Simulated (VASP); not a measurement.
# LiLaSe3 (Pm-3m) in VASP: a series of runs

LiLaSe3 is run at these levels: LDA; tasks: single point, relaxation of cell and atoms.

Program: VASP 6.6.1. These are calculated values, not measurements. Logs are shortened: lines on timing, memory, paths and dates and some standing lists are left out, and cuts for length are marked.

### Step 1. The cell of the first run

Symmetry: Pm-3m, No. 221, cubic system. The conventional cell has a = 4.672 Å, b = 4.672 Å, c = 4.672 Å, α = 90.00°, β = 90.00°, γ = 90.00°. La (site symmetry m-3m) has 12 Se at 3.30 Å and 8 Li at 4.05 Å within 4.3 Å. Li (site symmetry m-3m) has 6 Se at 2.34 Å within 3.1 Å. Within 3.1 Å of Se (site symmetry 4/mmm) lie 2 Li at 2.34 Å.

### Step 2. Single point, LDA

Contents of INCAR:

```
SYSTEM = LiLaSe3
PREC = Accurate
ENCUT = 520
EDIFF = 1E-7
ISMEAR = 1
SIGMA = 0.02
LREAL = .FALSE.
LASPH = .TRUE.
NELM = 80
ALGO = Normal
ISIF = 2
LWAVE = .FALSE.
LCHARG = .TRUE.
LELF = .TRUE.
LVHAR = .TRUE.
NBANDS = 24
```

Contents of KPOINTS:

```
Automatic mesh
0
G
  10 10 10
  0 0 0
```

Contents of POSCAR:

```
LiLaSe3
1.0
    4.6721857765      0.0000000000      0.0000000000
    0.0000000000      4.6721857765      0.0000000000
    0.0000000000      0.0000000000      4.6721857765
La Li Se
1 1 3
Direct
    0.0000000000      0.0000000000      0.0000000000
    0.5000000000      0.5000000000      0.5000000000
    0.5000000000      0.5000000000      0.0000000000
    0.0000000000      0.5000000000      0.5000000000
    0.5000000000      0.0000000000      0.5000000000
```

Potentials or basis: VASP PAW LDA potentials, release 64 (La, Li_sv, Se).

Launch:

```sh
cat potpaw_LDA.64/La/POTCAR potpaw_LDA.64/Li_sv/POTCAR potpaw_LDA.64/Se/POTCAR > POTCAR
mpirun -np 1 vasp_std > vasp.out
```

OUTCAR:

```text
SYSTEM = LiLaSe3
   PREC = Accurate
   ENCUT = 520
   EDIFF = 1E-7
   ISMEAR = 1
   LREAL = .FALSE.
   LASPH = .TRUE.
   NELM = 80
   ISIF = 2

 ion  position               nearest neighbor table
   1  0.000  0.000  0.000-
   2  0.500  0.500  0.500-   3 2.34   4 2.34   5 2.34   3 2.34   5 2.34   4 2.34
   3  0.500  0.500  0.000-   2 2.34   2 2.34
   4  0.000  0.500  0.500-   2 2.34   2 2.34
   5  0.500  0.000  0.500-   2 2.34   2 2.34

  LATTYP: Found a simple cubic cell.
 ALAT       =     4.6721857765

  Lattice vectors:

 A1 = (   4.6721857765,   0.0000000000,   0.0000000000)
 A2 = (   0.0000000000,   4.6721857765,   0.0000000000)
 A3 = (   0.0000000000,   0.0000000000,   4.6721857765)

Analysis of symmetry for initial positions (statically):
=====================================================================
 Subroutine PRICEL returns:
 Original cell was already a primitive cell.

 Routine SETGRP: Setting up the symmetry group for a
 simple cubic supercell.

 Subroutine GETGRP returns: Found 48 space group operations
 (whereof 48 operations were pure point group operations)
 out of a pool of 48 trial point group operations.

The static configuration has the point symmetry O_h .

Analysis of symmetry for dynamics (positions and initial velocities):
=====================================================================
 Subroutine PRICEL returns:
 Original cell was already a primitive cell.

 Routine SETGRP: Setting up the symmetry group for a
 simple cubic supercell.

 Subroutine GETGRP returns: Found 48 space group operations
 (whereof 48 operations were pure point group operations)
 out of a pool of 48 trial point group operations.

The dynamic configuration has the point symmetry O_h .

 Subroutine INISYM returns: Found 48 space group operations
 (whereof 48 operations are pure point group operations),
 and found     1 'primitive' translations

----------------------------------------------------------------------------------------

                                     Primitive cell

  volume of cell :     101.9906

  direct lattice vectors                    reciprocal lattice vectors
     4.672185777  0.000000000  0.000000000     0.214032585  0.000000000  0.000000000
     0.000000000  4.672185777  0.000000000     0.000000000  0.214032585  0.000000000
     0.000000000  0.000000000  4.672185777     0.000000000  0.000000000  0.214032585

  length of vectors
     4.672185777  4.672185777  4.672185777     0.214032585  0.214032585  0.214032585

  position of ions in fractional coordinates (direct lattice)
     0.000000000  0.000000000  0.000000000
     0.500000000  0.500000000  0.500000000
     0.500000000  0.500000000  0.000000000
     0.000000000  0.500000000  0.500000000
     0.500000000  0.000000000  0.500000000

  ion indices of the primitive-cell ions
   primitive index   ion index
                 1           1
                 2           2
                 3           3
                 4           4
                 5           5

----------------------------------------------------------------------------------------

 KPOINTS: Automatic mesh

Automatic generation of k-mesh.
 Grid dimensions read from file:
 generate k-points for:   10   10   10

 Generating k-lattice:

  Cartesian coordinates                     Fractional coordinates (reciprocal lattice)
     0.021403259  0.000000000  0.000000000     0.100000000  0.000000000  0.000000000
     0.000000000  0.021403259  0.000000000     0.000000000  0.100000000  0.000000000
     0.000000000  0.000000000  0.021403259     0.000000000  0.000000000  0.100000000

  Length of vectors
     0.021403259  0.021403259  0.021403259

  Shift w.r.t. Gamma in fractional coordinates (k-lattice)
     0.000000000  0.000000000  0.000000000

 Subroutine IBZKPT returns following result:
 ===========================================

 Found     56 irreducible k-points:

 Following reciprocal coordinates:
            Coordinates               Weight
  0.000000  0.000000  0.000000      1.000000
  0.100000  0.000000  0.000000      6.000000
  0.200000  0.000000  0.000000      6.000000
  0.300000  0.000000  0.000000      6.000000
  0.400000  0.000000  0.000000      6.000000
  0.500000  0.000000  0.000000      3.000000
[... 16 lines left out ...]
  0.200000  0.100000  0.100000     24.000000
  0.300000  0.100000  0.100000     24.000000
 [... further k-points ...]
   k-points           NKPTS =     56   k-points in BZ     NKDIM =     56   number of bands    NBANDS=     24
   number of dos      NEDOS =    301   number of ions     NIONS =      5
   total plane-waves  NPLWV =  46656
   dimension x,y,z NGX =    36 NGY =   36 NGZ =   36
   dimension x,y,z NGXF=    72 NGYF=   72 NGZF=   72
   ions per type =               1   1   3
   NGX,Y,Z   is equivalent  to a cutoff of  12.81, 12.81, 12.81 a.u.
   NGXF,Y,Z  is equivalent  to a cutoff of  25.62, 25.62, 25.62 a.u.
 SYSTEM =  LiLaSe3
   PREC   = accura    normal or accurate (medium, high low for compatibility)
   ISTART =      0    job   : 0-new  1-cont  2-samecut
   ICHARG =      2    charge: 1-file 2-atom 10-const
   ISPIN  =      1    spin polarized calculation?
   LNONCOLLINEAR =      F non collinear calculations
   LSORBIT =      F    spin-orbit coupling
   LASPH  =      T    aspherical Exc in radial PAW
   ENCUT  =  520.0 eV  38.22 Ry    6.18 a.u.   8.69  8.69  8.69*2*pi/ulx,y,z
   NELM   =     80;   NELMIN=  2; NELMDL= -5     # of ELM steps
   EDIFF  = 0.1E-06   stopping-criterion for ELM
   LREAL  =      F    real-space projection
   EDIFFG = 0.1E-05   stopping-criterion for IOM
   NSW    =      0    number of steps for IOM
   IBRION =     -1    ionic relax: 0-MD 1-quasi-New 2-CG
   NFREE  =      0    steps in history (QN), initial steepest desc. (CG)
   ISIF   =      2    stress and relaxation
   ISYM   =      2    0-nonsym 1-usesym 2-fastsym
   POTIM  = 0.5000    time-step for ionic-motion
   TEBEG  =    0.0;   TEEND  =   0.0 temperature during run
   PSTRESS=    0.0 pullay stress
   NELECT =      32.0000    total number of electrons
   NUPDOWN=      -1.0000    fix difference up-down
   EMIN   =  10.00;   EMAX   =-10.00  energy-range for DOS
   EFERMI =   0.00;   METHOD = LEGACY
   ISMEAR =     1;   SIGMA  =   0.02  broadening in eV -4-tet -1-fermi 0-gaus
   EFERMI_NEDOS =   21; number of points for ismear=-14 and -15
   IALGO  =     38    algorithm
   IMIX   =      4    mixing-type and parameters
     AMIX     =   0.40;   BMIX     =  1.00
     AMIX_MAG =   1.60;   BMIX_MAG =  1.00
  volume/ion in A,a.u.               =      20.40       137.65
  Fermi-wavevector in a.u.,A,eV,Ry     =   1.112427  2.102182 16.837115  1.237493
  Thomas-Fermi vector in A             =   2.249001
   LORBIT       =      0    0 simple, 1 ext, 2 COOP (PROOUT), +10 PAW based schemes
   GGA     = CA    functional components
   LHFCALC =     F    Hartree Fock is set to
   AEXX    =    0.0000 exact exchange contribution
   IVDW    =     0    specifies the selected vdW correction
   LEPSILON=     F    determine dielectric tensor
   LRPA    =     F    only Hartree local field effects (RPA)
 non-spin polarized calculation
 Methfessel and Paxton  Order N= 1 SIGMA  =   0.02
  energy-cutoff  :      520.00
  volume of cell :      101.99
 maximum number of plane-waves:      2800
 NGX is ok and might be reduce to    36
   NGX = 17   NGY = 17   NGZ = 17

 number of electron      31.9999999 magnetization

 Free energy of the ion-electron system (eV)
  ---------------------------------------------------
  ext. energy  EPLUGINS =         0.00000000
  ---------------------------------------------------
  free energy    TOTEN  =       -25.30377697 eV

  energy without entropy =      -25.30364683  energy(sigma->0) =      -25.30373359

 E-fermi :   6.2700     XC(G=0): -10.4547

 val. band max:        6.2465835158   @ k =   0.5000   0.3000   0.2000
 cond. band min:       6.2701350274   @ k =   0.3000   0.2000   0.2000
 fundamental gap:      0.0235515116
 Fermi energy:         6.2699888821

 k-point     1 :       0.0000    0.0000    0.0000
  band No.  band energies     occupation
      1     -37.7110      2.00000
      2     -26.4332      2.00000
      3     -10.1537      2.00000
      4     -10.1537      2.00000
      5     -10.1537      2.00000
      6      -7.7490      2.00000
[... 16 lines left out ...]
     23       8.0974      0.00000
     24       8.2471      0.00000

 k-point     2 :       0.1000    0.0000    0.0000
  band No.  band energies     occupation
      1     -37.7110      2.00000
      2     -26.4327      2.00000
      3     -10.1899      2.00000
      4     -10.1514      2.00000
      5     -10.1514      2.00000
      6      -7.6794      2.00000
[... 16 lines left out ...]
     23       8.1335      0.00000
     24       8.2540      0.00000

 k-point     3 :       0.2000    0.0000    0.0000
  band No.  band energies     occupation
      1     -37.7110      2.00000
      2     -26.4313      2.00000
      3     -10.2790      2.00000
      4     -10.1454      2.00000
      5     -10.1454      2.00000
      6      -7.4888      2.00000
[... 16 lines left out ...]
     23       8.2097      0.00000
     24       8.3022      0.00000

 k-point     4 :       0.3000    0.0000    0.0000
  band No.  band energies     occupation
      1     -37.7110      2.00000
      2     -26.4296      2.00000
      3     -10.3794      2.00000
      4     -10.1380      2.00000
      5     -10.1380      2.00000
      6      -7.2158      2.00000
[... 16 lines left out ...]
     23       8.3100      0.00000
     24       8.3100      0.00000

 k-point     5 :       0.4000    0.0000    0.0000
  band No.  band energies     occupation
      1     -37.7110      2.00000
      2     -26.4283      2.00000
      3     -10.4545      2.00000
      4     -10.1321      2.00000
      5     -10.1321      2.00000
      6      -6.8970      2.00000
[... 16 lines left out ...]
     23       8.3131      0.00000
     24       8.3131      0.00000

 k-point     6 :       0.5000    0.0000    0.0000
  band No.  band energies     occupation
      1     -37.7110      2.00000
      2     -26.4278      2.00000
      3     -10.4820      2.00000
      4     -10.1298      2.00000
      5     -10.1298      2.00000
      6      -6.6116      2.00000
[... 16 lines left out ...]
     23       8.3139      0.00000
     24       8.3139      0.00000
[... 379 lines left out ...]
 k-point    21 :       0.5000    0.5000    0.0000
  band No.  band energies     occupation
      1     -37.7109      2.00000
      2     -26.4226      2.00000
      3     -10.3633      2.00000
      4     -10.3633      2.00000
      5     -10.1083      2.00000
      6      -6.3620      2.00000
[... 16 lines left out ...]
     23       8.2192      0.00000
     24       8.2192      0.00000

 k-point    22 :       0.1000    0.1000    0.1000
  band No.  band energies     occupation
      1     -37.7110      2.00000
      2     -26.4317      2.00000
      3     -10.2074      2.00000
      4     -10.1707      2.00000
      5     -10.1707      2.00000
      6      -7.5508      2.00000
[... 16 lines left out ...]
     23       8.1349      0.00000
     24       8.3073      0.00000

 k-point    23 :       0.2000    0.1000    0.1000
  band No.  band energies     occupation
      1     -37.7110      2.00000
      2     -26.4303      2.00000
      3     -10.2745      2.00000
      4     -10.1770      2.00000
      5     -10.1628      2.00000
      6      -7.3783      2.00000
[... 16 lines left out ...]
     23       8.1422      0.00000
     24       8.3406      0.00000

 k-point    24 :       0.3000    0.1000    0.1000
  band No.  band energies     occupation
      1     -37.7110      2.00000
      2     -26.4286      2.00000
      3     -10.3653      2.00000
      4     -10.1694      2.00000
      5     -10.1530      2.00000
      6      -7.1288      2.00000
[... 16 lines left out ...]
     23       8.1549      0.00000
     24       8.3314      0.00000

 [... further k-points ...]
[... 5 lines left out ...]
  --------------------------------------------------------------------------------------
  -------------------------------------------------------------------------------------
  Total        0.0590180      0.0590180      0.0590180     -0.0000000     -0.0000000      0.0000000
  in kB        0.9271168      0.9271168      0.9271168     -0.0000000     -0.0000000      0.0000000
  external PRESSURE =       0.9271168 kB  Pullay stress =       0.0000000 kB

 VOLUME and BASIS-vectors are now :
 -----------------------------------------------------------------------------
  energy-cutoff  :      520.00
  volume of cell :      101.99
      direct lattice vectors                 reciprocal lattice vectors
     4.672185777  0.000000000  0.000000000     0.214032585  0.000000000  0.000000000
     0.000000000  4.672185777  0.000000000     0.000000000  0.214032585  0.000000000
     0.000000000  0.000000000  4.672185777     0.000000000  0.000000000  0.214032585

 POSITION                                       TOTAL-FORCE (eV/Angst)
 -----------------------------------------------------------------------------------
      0.00000      0.00000      0.00000         0.000000      0.000000      0.000000
      2.33609      2.33609      2.33609         0.000000      0.000000      0.000000
      2.33609      2.33609      0.00000         0.000000      0.000000      0.000000
      0.00000      2.33609      2.33609         0.000000      0.000000      0.000000
      2.33609      0.00000      2.33609         0.000000      0.000000      0.000000
 -----------------------------------------------------------------------------------
    total drift:                                0.000000      0.000000      0.000000

  FREE ENERGIE OF THE ION-ELECTRON SYSTEM (eV)
  ---------------------------------------------------
  free  energy   TOTEN  =       -25.3037769730 eV

  energy  without entropy=      -25.3036468251  energy(sigma->0) =      -25.30373359
```

Wall time 89 s (1 thread of AMD EPYC 7R13 (Zen 3), shared host); peak memory 0.25 GiB.

Results:

```yaml
Free_energy: -25.3038 eV
Band_gap_on_the_k_mesh: zero (band 16 reaches 6.84 eV, above the bottom of band 17 at 5.64 eV)
```

Caveat: the cutoff is under 1.25 times the usual one of these potentials, so pressure, stress and relaxed cells hold a basis-set (Pulay) error; spin-orbit coupling is left out, which moves the levels of the heavy elements.

### Step 3. Relaxation of cell and atoms, LDA

Contents of INCAR:

```
SYSTEM = LiLaSe3
ALGO = Normal ; EDIFF = 1E-7
EDIFFG = -0.03 ; ENCUT = 600
GGA = CA ; IBRION = 2
ISIF = 3 ; ISMEAR = 1
LASPH = .TRUE. ; LCHARG = .FALSE.
LREAL = .FALSE. ; LWAVE = .FALSE.
NELM = 100 ; NSW = 80
PREC = Accurate ; SIGMA = 0.02
```

Contents of KPOINTS:

```
k-points
0
G
  9 9 9
  0 0 0
```

POSCAR is that of step 2.

Potentials or basis: VASP PAW LDA potentials, release 64 (La, Li_sv, Se).

Launch:

```sh
cat potpaw_LDA.64/La/POTCAR potpaw_LDA.64/Li_sv/POTCAR potpaw_LDA.64/Se/POTCAR > POTCAR
mpirun -np 1 vasp_std > vasp.out
```

It took 88 s on 1 thread of AMD EPYC 7R13 (Zen 3), shared host; peak memory 0.25 GiB.

The run converged. Its results:

| Quantity | Value |
| --- | --- |
| Free energy | -25.3070 eV |
| Pressure after relaxing | 0.0 GPa |
| Band gap on the k mesh | zero (band 16 reaches 6.73 eV, above the bottom of band 17 at 5.67 eV) |

Final structure:
```xyz
5
Lattice="4.6722 0.0000 0.0000 0.0000 4.6722 0.0000 0.0000 0.0000 4.6722" Properties=species:S:1:pos:R:3 pbc="T T T"
La    0.0000    0.0000    0.0000
Li    2.3361    2.3361    2.3361
Se    2.3361    2.3361    0.0000
Se    0.0000    2.3361    2.3361
Se    2.3361    0.0000    2.3361
```

Levels at points of the mesh, in eV from the Fermi level:
```tsv
k point	band 13	band 14	band 15	band 16	band 17	band 18	band 19	band 20
(0.00, 0.00, 0.00)	-1.46	-1.46	0.37	0.37	0.37	0.97	0.97	1.78
```

Caveat: the cutoff is under 1.25 times the usual one of these potentials, so pressure, stress and relaxed cells hold a basis-set (Pulay) error; the relaxation stopped at its first step, so nothing moved; spin-orbit coupling is left out, which moves the levels of the heavy elements.

[end of part 1 of 2]
